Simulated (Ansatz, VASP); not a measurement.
Two plane-wave programs on W

Contents of INCAR:

```
PREC = Accurate ; ENCUT = 500
EDIFF = 1E-6 ; ISMEAR = 1
SIGMA = 0.0136 ; LREAL = False
LASPH = True ; NELM = 120
ALGO = Normal ; ISIF = 2
LWAVE = False ; LCHARG = False
GGA = PS ; NBANDS = 13
GGA_COMPAT = False
```

File KPOINTS:

```
regular mesh
0
Gamma
  11 11 11
```

POSCAR

```
W
1.0
   -1.6168418000      1.6168418000      1.6168418000
    1.6168418000     -1.6168418000      1.6168418000
    1.6168418000      1.6168418000     -1.6168418000
W
1
Direct
    0.0000000000      0.0000000000      0.0000000000
```

Input for Ansatz:

```yaml
crystal:
  lattice:
    - [-1.6168418, 1.6168418, 1.6168418]
    - [1.6168418, -1.6168418, 1.6168418]
    - [1.6168418, 1.6168418, -1.6168418]
  atoms:
    - { symbol: W, position: [0.0, 0.0, 0.0] }
  symmetry: { tolerance: 0.0003 }
kpoints:
  mp_grid: { grid: [11, 11, 11], shift: [0, 0, 0] }
  band_path:
    path:
      - [0.0, 0.0, 0.0]
      - [0.5, -0.5, 0.5]
      - [0.0, 0.0, 0.5]
      - [0.0, 0.0, 0.0]
      - [0.25, 0.25, 0.25]
      - [0.5, -0.5, 0.5]
      - [0.25, 0.25, 0.25]
      - [0.0, 0.0, 0.5]
    npoints: 8
magnetization:
  spin_polarized: false
scf:
  occupations: { method: cold, width: 0.0136 }
  lower_state_search: "off"
  max_iter: 200
hamiltonian:
  pseudopotentials: { kind: paw }
  xc: pbesol
basis:
  ecutwfc: 420
  fft_grid_basis: typed
output:
  forces: true
  stress: true
  eigenvalues: true
  bader: true
  populations: true
  elf: true
  write_potential: true
  volumetric_format: npy
  dos:
    e_range: [-12, 8]
    de: 0.05
    projected: { site_lists: { W: [W] } }
checkpoint:
  read: saved_state
```

Alike in both runs: task single point; functional PBEsol; k mesh 11 × 11 × 11; no spin polarisation.

```csv
,VASP,Ansatz
version,VASP 6.6.1,Ansatz 0.2.0
potentials or method,"VASP PAW PBE potentials, release 64 (W_sv), cutoff 500 eV",PAW plane waves
occupations,"methfessel-paxton of order 1, width 0.0136 eV","cold, width 0.0136 eV"
valence electrons in the cell,14,14
```

Ansatz gave:

| Property | Result |
| --- | --- |
| pressure (GPa) | -20.2 |

Q: What did VASP give for the same quantities?

A: Pressure (GPa): -19.9.

VASP's potentials were made for PBE, not for PBEsol.

Spin-orbit coupling is off throughout.
